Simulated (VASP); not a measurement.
# Te2Mo in VASP: further runs

Te2Mo is run at these levels: RPBE, PBE exchange alone, PBE+D3(BJ), RPBE+D3(BJ); tasks: single point.

Everything below comes from runs of VASP 6.6.1. Logs are shortened: lines on timing, memory, paths and dates and some standing lists are left out, and cuts for length are marked.

## Step 1: The cell of the first run

The cell holds a slab with vacuum, 6 atoms: a = 6.362 Å, b = 3.480 Å, c = 36.176 Å, α = 90.00°, β = 90.14°, γ = 90.00°.

## Step 2: Single point, RPBE

The input, INCAR:

```
SYSTEM = Te2Mo
PREC     = Accurate       ! precision mode
ENCUT    = 520            ! plane-wave cutoff, eV
EDIFF    = 1E-7           ! SCF threshold, eV
ISMEAR   = -1             ! smearing method
SIGMA    = 0.05           ! smearing width, eV
LREAL    = .FALSE.        ! projectors in reciprocal space
LASPH    = .TRUE.         ! aspherical terms in the spheres
NELM     = 100            ! most SCF steps
ALGO     = Normal         ! electronic algorithm
ISIF     = 2              ! what is computed and relaxed
LWAVE    = .FALSE.        ! write WAVECAR
LCHARG   = .FALSE.        ! write CHGCAR
GGA      = RP             ! functional
NBANDS   = 35             ! bands
```

The input, KPOINTS:

```
Automatic mesh
0
G
  4 8 1
  0 0 0
```

The input, POSCAR:

```
Te2Mo
1.0
    6.3616090156      0.0000000000      0.0000000000
    0.0000000000      3.4804030600      0.0000000000
   -0.0857412231      0.0000000000     36.1758904685
Te Mo
4 2
Direct
    0.4292511000      0.7500000000      0.5407035800
    0.5707489000      0.2500000000      0.4592964200
    0.9208478700      0.2500000000      0.5565273200
    0.0791521300      0.7500000000      0.4434726800
    0.1813475600      0.2500000000      0.4974653700
    0.8186524400      0.7500000000      0.5025346300
```

Potentials or basis: VASP PAW PBE potentials, release 64 (Te, Mo_sv).

Run with:

```sh
cat potpaw_PBE.64/Te/POTCAR potpaw_PBE.64/Mo_sv/POTCAR > POTCAR
mpirun -np 1 vasp_std > vasp.out
```

OUTCAR:

```text
SYSTEM = Te2Mo
   PREC = Accurate
   ENCUT = 520
   EDIFF = 1E-7
   ISMEAR = -1
   LREAL = .FALSE.
   LASPH = .TRUE.
   NELM = 100
   ISIF = 2
   GGA = RP

 ion  position               nearest neighbor table
   1  0.429  0.750  0.541-   5 2.82   5 2.82   6 2.84   2 3.54   2 3.54   3 3.62   3 3.62
   2  0.571  0.250  0.459-   6 2.82   6 2.82   5 2.84   1 3.54   1 3.54   4 3.62   4 3.62
   3  0.921  0.250  0.557-   6 2.69   6 2.69   5 2.71   1 3.62   1 3.62
   4  0.079  0.750  0.443-   5 2.69   5 2.69   6 2.71   2 3.62   2 3.62
   5  0.181  0.250  0.497-   4 2.69   4 2.69   3 2.71   1 2.82   1 2.82   2 2.84   6 2.90   6 2.90

   6  0.819  0.750  0.503-   3 2.69   3 2.69   4 2.71   2 2.82   2 2.82   1 2.84   5 2.90   5 2.90

  LATTYP: Found a simple monoclinic cell.
 ALAT       =     6.3616090156
 B/A-ratio  =     0.5470947761
 C/A-ratio  =     5.6866104138
 COS(beta)  =    -0.0023701139

  Lattice vectors:

 A1 = (   6.3616090156,   0.0000000000,   0.0000000000)
 A2 = (   0.0000000000,   3.4804030600,   0.0000000000)
 A3 = (  -0.0857412231,   0.0000000000,  36.1758904685)

Analysis of symmetry for initial positions (statically):
=====================================================================
 Subroutine PRICEL returns:
 Original cell was already a primitive cell.

 Routine SETGRP: Setting up the symmetry group for a
 simple monoclinic supercell.

 Subroutine GETGRP returns: Found  4 space group operations
 (whereof  2 operations were pure point group operations)
 out of a pool of  4 trial point group operations.

The static configuration has the point symmetry S_2 .
 The point group associated with its full space group is C_2h.

Analysis of symmetry for dynamics (positions and initial velocities):
=====================================================================
 Subroutine PRICEL returns:
 Original cell was already a primitive cell.

 Routine SETGRP: Setting up the symmetry group for a
 simple monoclinic supercell.

 Subroutine GETGRP returns: Found  4 space group operations
 (whereof  2 operations were pure point group operations)
 out of a pool of  4 trial point group operations.

The dynamic configuration has the point symmetry S_2 .
 The point group associated with its full space group is C_2h.

 Subroutine INISYM returns: Found  4 space group operations
 (whereof  2 operations are pure point group operations),
 and found     1 'primitive' translations

----------------------------------------------------------------------------------------

                                     Primitive cell

  volume of cell :     800.9691

  direct lattice vectors                    reciprocal lattice vectors
     6.361609016  0.000000000  0.000000000     0.157192936  0.000000000  0.000372566
     0.000000000  3.480403060  0.000000000     0.000000000  0.287323044  0.000000000
    -0.085741223  0.000000000 36.175890469     0.000000000  0.000000000  0.027642720

  length of vectors
     6.361609016  3.480403060 36.175992077     0.157193378  0.287323044  0.027642720

  position of ions in fractional coordinates (direct lattice)
     0.429251100  0.750000000  0.540703580
     0.570748900  0.250000000  0.459296420
     0.920847870  0.250000000  0.556527320
     0.079152130  0.750000000  0.443472680
     0.181347560  0.250000000  0.497465370
     0.818652440  0.750000000  0.502534630

  ion indices of the primitive-cell ions
   primitive index   ion index
                 1           1
                 2           2
                 3           3
                 4           4
                 5           5
                 6           6

----------------------------------------------------------------------------------------

 KPOINTS: Automatic mesh

Automatic generation of k-mesh.
 Grid dimensions read from file:
 generate k-points for:    4    8    1

 Generating k-lattice:

  Cartesian coordinates                     Fractional coordinates (reciprocal lattice)
     0.039298234  0.000000000  0.000093142     0.250000000  0.000000000 -0.000000000
     0.000000000  0.035915380  0.000000000     0.000000000  0.125000000  0.000000000
     0.000000000  0.000000000  0.027642720     0.000000000  0.000000000  1.000000000

  Length of vectors
     0.039298344  0.035915380  0.027642720

  Shift w.r.t. Gamma in fractional coordinates (k-lattice)
     0.000000000  0.000000000  0.000000000

 Subroutine IBZKPT returns following result:
 ===========================================

 Found     15 irreducible k-points:

 Following reciprocal coordinates:
            Coordinates               Weight
  0.000000  0.000000  0.000000      1.000000
  0.250000  0.000000  0.000000      2.000000
  0.500000  0.000000  0.000000      1.000000
  0.000000  0.125000  0.000000      2.000000
  0.250000  0.125000  0.000000      4.000000
  0.500000  0.125000  0.000000      2.000000
  0.000000  0.250000  0.000000      2.000000
  0.250000  0.250000  0.000000      4.000000
  0.500000  0.250000  0.000000      2.000000
  0.000000  0.375000  0.000000      2.000000
  0.250000  0.375000  0.000000      4.000000
  0.500000  0.375000  0.000000      2.000000
  0.000000  0.500000  0.000000      1.000000
  0.250000  0.500000  0.000000      2.000000
  0.500000  0.500000  0.000000      1.000000
   k-points           NKPTS =     15   k-points in BZ     NKDIM =     15   number of bands    NBANDS=     35
   number of dos      NEDOS =    301   number of ions     NIONS =      6
   total plane-waves  NPLWV = 362880
   dimension x,y,z NGX =    48 NGY =   28 NGZ =  270
   dimension x,y,z NGXF=    96 NGYF=   56 NGZF=  540
   ions per type =               4   2
   NGX,Y,Z   is equivalent  to a cutoff of  12.54, 13.37, 12.41 a.u.
   NGXF,Y,Z  is equivalent  to a cutoff of  25.09, 26.75, 24.82 a.u.
 SYSTEM =  Te2Mo
   PREC   = accura    normal or accurate (medium, high low for compatibility)
   ISTART =      0    job   : 0-new  1-cont  2-samecut
   ICHARG =      2    charge: 1-file 2-atom 10-const
   ISPIN  =      1    spin polarized calculation?
   LNONCOLLINEAR =      F non collinear calculations
   LSORBIT =      F    spin-orbit coupling
   LASPH  =      T    aspherical Exc in radial PAW
   ENCUT  =  520.0 eV  38.22 Ry    6.18 a.u.  11.83  6.47 67.26*2*pi/ulx,y,z
   NELM   =    100;   NELMIN=  2; NELMDL= -5     # of ELM steps
   EDIFF  = 0.1E-06   stopping-criterion for ELM
   LREAL  =      F    real-space projection
   EDIFFG = 0.1E-05   stopping-criterion for IOM
   NSW    =      0    number of steps for IOM
   IBRION =     -1    ionic relax: 0-MD 1-quasi-New 2-CG
   NFREE  =      0    steps in history (QN), initial steepest desc. (CG)
   ISIF   =      2    stress and relaxation
   ISYM   =      2    0-nonsym 1-usesym 2-fastsym
   POTIM  = 0.5000    time-step for ionic-motion
   TEBEG  =    0.0;   TEEND  =   0.0 temperature during run
   PSTRESS=    0.0 pullay stress
   NELECT =      52.0000    total number of electrons
   NUPDOWN=      -1.0000    fix difference up-down
   EMIN   =  10.00;   EMAX   =-10.00  energy-range for DOS
   EFERMI =   0.00;   METHOD = LEGACY
   ISMEAR =    -1;   SIGMA  =   0.05  broadening in eV -4-tet -1-fermi 0-gaus
   EFERMI_NEDOS =   21; number of points for ismear=-14 and -15
   IALGO  =     38    algorithm
   IMIX   =      4    mixing-type and parameters
     AMIX     =   0.40;   BMIX     =  1.00
     AMIX_MAG =   1.60;   BMIX_MAG =  1.00
  volume/ion in A,a.u.               =     133.49       900.87
  Fermi-wavevector in a.u.,A,eV,Ry     =   0.657967  1.243377  5.890240  0.432920
  Thomas-Fermi vector in A             =   1.729641
   LORBIT       =      0    0 simple, 1 ext, 2 COOP (PROOUT), +10 PAW based schemes
   GGA     = RP    functional components
   LHFCALC =     F    Hartree Fock is set to
   AEXX    =    0.0000 exact exchange contribution
   IVDW    =     0    specifies the selected vdW correction
   LEPSILON=     F    determine dielectric tensor
   LRPA    =     F    only Hartree local field effects (RPA)
 non-spin polarized calculation
  energy-cutoff  :      520.00
  volume of cell :      800.97
 maximum number of plane-waves:     21707
 NGX is ok and might be reduce to    48
   NGX = 23   NGY = 13   NGZ =135

 number of electron      51.9999996 magnetization

 Free energy of the ion-electron system (eV)
  ---------------------------------------------------
  ext. energy  EPLUGINS =         0.00000000
  ---------------------------------------------------
  free energy    TOTEN  =       -33.53586644 eV

  energy without entropy =      -33.52743849  energy(sigma->0) =      -33.53165247

 E-fermi :  -2.0935     XC(G=0):  -2.2982

 val. band max:       -2.2383062387   @ k =   0.0000   0.1250   0.0000
 cond. band min:      -2.0892087419   @ k =   0.0000   0.1250   0.0000
 fundamental gap:      0.1490974968
 Fermi energy:        -2.0935057166

 k-point     1 :       0.0000    0.0000    0.0000
  band No.  band energies     occupation
      1     -63.1236      2.00000
      2     -63.0662      2.00000
      3     -37.3673      2.00000
      4     -37.3238      2.00000
      5     -37.2603      2.00000
      6     -37.1614      2.00000
[... 27 lines left out ...]
     34       1.3179      0.00000
     35       1.6782      0.00000

 k-point     2 :       0.2500    0.0000    0.0000
  band No.  band energies     occupation
      1     -63.1235      2.00000
      2     -63.0663      2.00000
      3     -37.3637      2.00000
      4     -37.3235      2.00000
      5     -37.2605      2.00000
      6     -37.1618      2.00000
[... 27 lines left out ...]
     34       1.4864      0.00000
     35       1.9000      0.00000

 k-point     3 :       0.5000    0.0000    0.0000
  band No.  band energies     occupation
      1     -63.1234      2.00000
      2     -63.0664      2.00000
      3     -37.3601      2.00000
      4     -37.3231      2.00000
      5     -37.2607      2.00000
      6     -37.1622      2.00000
[... 27 lines left out ...]
     34       1.5776      0.00000
     35       2.3332      0.00000
[... 381 lines left out ...]
 k-point    14 :       0.2500    0.5000    0.0000
  band No.  band energies     occupation
      1     -63.0893      2.00000
      2     -63.0893      2.00000
      3     -37.4281      2.00000
      4     -37.4281      2.00000
      5     -37.2134      2.00000
      6     -37.2134      2.00000
[... 27 lines left out ...]
     34       1.4172      0.00000
     35       2.9487      0.00000

 k-point    15 :       0.5000    0.5000    0.0000
  band No.  band energies     occupation
      1     -63.0893      2.00000
      2     -63.0893      2.00000
      3     -37.4296      2.00000
      4     -37.4296      2.00000
      5     -37.2130      2.00000
      6     -37.2130      2.00000
[... 27 lines left out ...]
     34       1.3415      0.00000
     35       2.4825      0.00000

------------------------ aborting loop because EDIFF is reached ----------------------------------------

  FORCE on cell =-STRESS in cart. coord.  units (eV):
  Direction    XX          YY          ZZ          XY          YZ          ZX
  --------------------------------------------------------------------------------------
  -------------------------------------------------------------------------------------
  Total        2.4023141      1.8398596      2.4362442      0.0000000      0.0000000      0.0848697
  in kB        4.8053455      3.6802686      4.8732159      0.0000000      0.0000000      0.1697647
  external PRESSURE =       4.4529433 kB  Pullay stress =       0.0000000 kB

 VOLUME and BASIS-vectors are now :
 -----------------------------------------------------------------------------
  energy-cutoff  :      520.00
  volume of cell :      800.97
      direct lattice vectors                 reciprocal lattice vectors
     6.361609016  0.000000000  0.000000000     0.157192936  0.000000000  0.000372566
     0.000000000  3.480403060  0.000000000     0.000000000  0.287323044  0.000000000
    -0.085741223  0.000000000 36.175890469     0.000000000  0.000000000  0.027642720

 POSITION                                       TOTAL-FORCE (eV/Angst)
 -----------------------------------------------------------------------------------
      2.68437      2.61030     19.56043         0.059446      0.000000      0.204366
      3.59150      0.87010     16.61546        -0.059446     -0.000000     -0.204366
      5.81036      0.87010     20.13287        -0.017136     -0.000000      0.454730
      0.46551      2.61030     16.04302         0.017136      0.000000     -0.454730
      1.11101      0.87010     17.99625         0.110298      0.000000      0.015767
      5.16486      2.61030     18.17964        -0.110298      0.000000     -0.015767
 -----------------------------------------------------------------------------------
    total drift:                                0.000000     -0.000000     -0.000000

  FREE ENERGIE OF THE ION-ELECTRON SYSTEM (eV)
  ---------------------------------------------------
  free  energy   TOTEN  =       -33.5358664407 eV

  energy  without entropy=      -33.5274384904  energy(sigma->0) =      -33.53165247
```

Run time: 17 min. Hardware: 1 thread of Intel Xeon 8259CL, shared host; peak memory 0.91 GiB.

What came out:

| Item | Value |
| --- | --- |
| Free energy | -33.5359 eV |
| Largest force | 0.455 eV/Å |
| Band gap on the k mesh | zero (bands 26 and 27 overlap by 0.17 eV) |

Forces in eV/Å, atoms in the order of the input:
```
Te   0.059  0.000  0.204
Te  -0.059  0.000 -0.204
Te  -0.017  0.000  0.455
Te   0.017  0.000 -0.455
Mo   0.110  0.000  0.016
Mo  -0.110  0.000 -0.016
```

Levels at points of the mesh, in eV from the Fermi level:
```csv
k point,band 23,band 24,band 25,band 26,band 27,band 28,band 29,band 30
"(0.00, 0.00, 0.00)",-0.94,-0.60,-0.30,0.17,0.65,1.07,1.72,2.13
"(0.50, 0.00, 0.00)",-1.25,-0.81,-0.78,-0.66,0.12,1.08,1.48,1.83
"(0.00, 0.50, 0.00)",-1.60,-1.60,-1.39,-1.39,1.19,1.19,1.46,1.46
"(0.50, 0.50, 0.00)",-1.71,-1.71,-0.85,-0.85,1.11,1.11,1.91,1.91
```

Caveat: there is no dipole correction, which matters where the two faces differ; the PAW data sets were made with another functional, which shifts forces and pressure a little; spin-orbit coupling is left out, which moves the levels of the heavy elements.

## Step 3: Single point, PBE exchange alone

The input, INCAR:

```
AGGAC = 0.0
ALDAC = 0.0
ALGO = Normal
EDIFF = 1E-7
ENCUT = 520
GGA = PE
ISIF = 2
ISMEAR = -1
LASPH = T
LCHARG = T
LELF = T
LREAL = F
LVHAR = T
LWAVE = F
NBANDS = 35
NELM = 60
PREC = Accurate
SIGMA = 0.05
```

The input, KPOINTS:

```
k-points
0
Gamma
  4 8 1
```

POSCAR is that of step 2.

Potentials or basis: VASP PAW PBE potentials, release 64 (Te, Mo_sv).

Run with:

```sh
cat potpaw_PBE.64/Te/POTCAR potpaw_PBE.64/Mo_sv/POTCAR > POTCAR
mpirun -np 1 vasp_std > vasp.out
```

Run time: 17 min. Hardware: 1 thread of Intel Xeon 8259CL, shared host; peak memory 0.93 GiB.

It converged, with:

- Free energy: -25.3686 eV
- Largest force: 1.792 eV/Å
- Band gap on the k mesh: zero (bands 26 and 27 overlap by 0.17 eV)

Forces in eV/Å, atoms in the order of the input:
```
Te   0.047  0.000  1.197
Te  -0.047  0.000 -1.197
Te  -0.046  0.000  1.791
Te   0.046  0.000 -1.791
Mo   0.274  0.000  0.059
Mo  -0.274  0.000 -0.059
```

Levels at points of the mesh, in eV from the Fermi level:
```tsv
k point	band 22	band 23	band 24	band 25	band 26	band 27	band 28	band 29	band 30	band 31
(0.00, 0.00, 0.00)	-1.30	-0.95	-0.60	-0.31	0.17	0.66	1.04	1.70	2.11	2.22
(0.50, 0.00, 0.00)	-1.27	-1.25	-0.80	-0.79	-0.66	0.14	1.07	1.43	1.78	2.75
(0.00, 0.50, 0.00)	-2.49	-1.59	-1.59	-1.38	-1.38	1.18	1.18	1.46	1.46	2.00
(0.50, 0.50, 0.00)	-2.23	-1.69	-1.69	-0.82	-0.82	1.10	1.10	1.89	1.89	2.32
```

Caveat: there is no dipole correction, which matters where the two faces differ; spin-orbit coupling is left out, which moves the levels of the heavy elements.

## Step 4: Single point, PBE exchange alone

This run uses another cell than the first one.

The input, INCAR:

```
SYSTEM = Te2Mo
AGGAC = 0.0
ALDAC = 0.0
ALGO = Normal
EDIFF = 1E-7
ENCUT = 520
GGA = PE
ISIF = 2
ISMEAR = -1
LASPH = .TRUE.
LCHARG = .FALSE.
LREAL = .FALSE.
LWAVE = .FALSE.
NBANDS = 35
NELM = 100
PREC = Accurate
SIGMA = 0.05
```

The input, KPOINTS:

```
k-points
0
G
  4 8 1
  0 0 0
```

Edit POSCAR of step 3 so:

```diff
@@ -2,5 +2,5 @@
 1.0
-    6.3616090156      0.0000000000      0.0000000000
-    0.0000000000      3.4804030600      0.0000000000
-   -0.0857412231      0.0000000000     36.1758904685
+    6.4037401044      0.0000000000      0.0000000000
+    0.0000000000      3.5034527586      0.0000000000
+   -0.0863090623      0.0000000000     36.4154728842
 Te Mo
```

Run with:

```sh
cat potpaw_PBE.64/Te/POTCAR potpaw_PBE.64/Mo_sv/POTCAR > POTCAR
mpirun -np 1 vasp_std > vasp.out
```

Wall time 17 min (1 thread of Intel Xeon 8259CL, shared host); peak memory 0.96 GiB.

Results (log left out):

```yaml
Free_energy: -25.5963 eV
Largest_force: 1.452 eV/Å
Band_gap_on_the_k_mesh: zero (bands 26 and 27 overlap by 0.16 eV)
```

Forces on the atoms (eV/Å):
```
Te   0.025  0.000  0.998
Te  -0.025  0.000 -0.998
Te  -0.037  0.000  1.452
Te   0.037  0.000 -1.452
Mo   0.200  0.000  0.038
Mo  -0.200  0.000 -0.038
```

Levels at points of the mesh, in eV from the Fermi level:
| k point | band 23 | band 24 | band 25 | band 26 | band 27 | band 28 | band 29 | band 30 |
| --- | --- | --- | --- | --- | --- | --- | --- | --- |
| (0.00, 0.00, 0.00) | -0.92 | -0.59 | -0.30 | 0.16 | 0.65 | 1.00 | 1.66 | 2.08 |
| (0.50, 0.00, 0.00) | -1.22 | -0.78 | -0.77 | -0.65 | 0.15 | 1.03 | 1.41 | 1.73 |
| (0.00, 0.50, 0.00) | -1.56 | -1.56 | -1.35 | -1.35 | 1.15 | 1.15 | 1.43 | 1.43 |
| (0.50, 0.50, 0.00) | -1.66 | -1.66 | -0.80 | -0.80 | 1.07 | 1.07 | 1.85 | 1.85 |

Caveat: there is no dipole correction, which matters where the two faces differ; spin-orbit coupling is left out, which moves the levels of the heavy elements.

(Part 1 of 2 ends here.)

The gap in the log of VASP goes by the Fermi energy; the results here count the filled bands.